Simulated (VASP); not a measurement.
Set up this calculation in VASP 6.6.1, as the native input.

```
Task                   : single point
Functional             : RPBE
Potentials or basis    : VASP PAW PBE potentials, release 64 (Ge_d)
Cutoff                 : 520 eV
k mesh                 : 19 × 19 × 11
Occupations            : fermi-dirac, width 0.1 eV
Spin                   : no spin polarisation
Dipole correction      : no
Further INCAR settings : ALGO = Normal; EDIFF = 1e-07; NBANDS = 21
```

The structure of Ge lies in POSCAR:

```
Ge
1.0
    3.2115878956      0.0000000000      0.0000000000
   -1.6057939478      2.7813167041      0.0000000000
    0.0000000000      0.0000000000      4.9759133455
Ge
2
Direct
    0.3333333333      0.6666666667      0.2500000000
    0.6666666667      0.3333333333      0.7500000000
```

This isn't the form of Ge at room conditions, which is diamond.

These files were run (other wordings do the same):

INCAR

```
PREC = Accurate
ENCUT = 520
EDIFF = 1E-7
ISMEAR = -1
SIGMA = 0.1
LREAL = False
LASPH = True
NELM = 60
ALGO = Normal
ISIF = 2
LWAVE = False
LCHARG = True
GGA = RP
LELF = True
LVHAR = True
NBANDS = 21
```

KPOINTS

```
Automatic mesh
0
Gamma
  19 19 11
```

Potentials or basis: VASP PAW PBE potentials, release 64 (Ge_d).

Launch:

```console
$ cat potpaw_PBE.64/Ge_d/POTCAR > POTCAR
$ mpirun -np 1 vasp_std > vasp.out
```

Results of the run:

The pressure is -5.1 GPa and the band gap on the k mesh is zero (bands 14 and 15 overlap by 7.72 eV).

Caveat: the cell stands under tension; the PAW data sets were made with another functional, which shifts forces and pressure a little.

It took 93 s on 1 thread of Intel(R) Xeon(R) Platinum 8488C (Sapphire Rapids), with other jobs on the host, peak memory 0.29 GiB.
